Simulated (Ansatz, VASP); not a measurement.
**One calculation of PbO, two programs**

```
Pb O
1.0
     4.01200    0.00000    0.00000
     0.00000    4.01200    0.00000
     0.00000    0.00000   30.74933
Pb O
2 2
Cartesian
  2.0060 0.0000 14.1262
  0.0000 2.0060 16.6232
  0.0000 0.0000 15.3747
  2.0060 2.0060 15.3747
```

Alike in both runs: task single point; functional PBE; dispersion D3(BJ); k mesh 6 × 6 × 1; occupations gaussian, width 0.02 eV; no spin polarisation.

```csv
,VASP,Ansatz
version,VASP 6.6.1,Ansatz 0.2.0
potentials or method,"VASP PAW PBE potentials, release 64 (Pb_d, O), cutoff 520 eV","scalar-relativistic, plane waves, PAW"
valence electrons in the cell,40,40
```

|  | VASP | Ansatz | Ansatz less VASP |
| --- | --- | --- | --- |
| gap on the k mesh at the Fermi level (eV) | 2.62 | 2.63 | +0.010 |
| least direct gap on the mesh (eV) | 2.62 | 2.63 | +0.010 |
| rms of the force components (eV/Å) | 0.243 | 0.257 | +0.0142 |

Neither program's run includes spin-orbit coupling.
